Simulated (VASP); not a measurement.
Input of a VASP 6.6.1 run:

The input INCAR:

```
SYSTEM = Y8CO
ALGO = Normal ; DIPOL = 0.5 0.5 0.330
EDIFF = 1E-6 ; ENCUT = 520
GGA = PE ; IDIPOL = 3
ISIF = 2 ; ISMEAR = 0
LASPH = .TRUE. ; LCHARG = .FALSE.
LDIPOL = .TRUE. ; LREAL = .FALSE.
LWAVE = .FALSE. ; NBANDS = 60
NELM = 80 ; PREC = Accurate
SIGMA = 0.1
```

The input KPOINTS:

```
k-points
0
G
  4 5 1
  0 0 0
```

Contents of POSCAR:

```
Y8CO
1.0
    7.3129608291      0.0000000000      0.0000000000
    0.0000000000      5.6740148963      0.0000000000
    0.0000000000      0.0000000000     21.9980757826
Y C O
8 1 1
Direct
    0.0000000000      0.7500000000      0.1818340858
    0.5000000000      0.7500000000      0.1818340858
    0.2500000000      0.2500000000      0.2298171451
    0.7500000000      0.2500000000      0.2298171451
    0.2500000000      0.7500000000      0.3130925676
    0.7500000000      0.7500000000      0.3130925676
    0.0000000000      0.2500000000      0.3635806996
    0.5000000000      0.2500000000      0.3635806996
    0.5000000000      0.2500000000      0.5413235185
    0.5429621171      0.3359242343      0.5869906704
```

Potentials or basis: VASP PAW PBE potentials, release 64 (Y_sv, C, O).

Launch:

```console
$ cat potpaw_PBE.64/Y_sv/POTCAR potpaw_PBE.64/C/POTCAR potpaw_PBE.64/O/POTCAR > POTCAR
$ mpirun -np 1 vasp_std > vasp.out
```

Task: Estimate the band gap on the k mesh.

Result: Zero (bands 49 and 50 overlap by 0.14 eV).

Task: Predict the largest force.

Result: 1.569 eV/Å.

Forces on the atoms (eV/Å):
```
Y    0.004  0.002 -0.151
Y   -0.004 -0.005 -0.152
Y   -0.002  0.004  0.192
Y    0.003  0.003  0.189
Y    0.010 -0.006 -0.024
Y   -0.008 -0.001 -0.008
Y   -0.012  0.001 -0.023
Y   -0.001 -0.034  0.138
C    0.447  0.732  1.176
O   -0.437 -0.695 -1.337
```
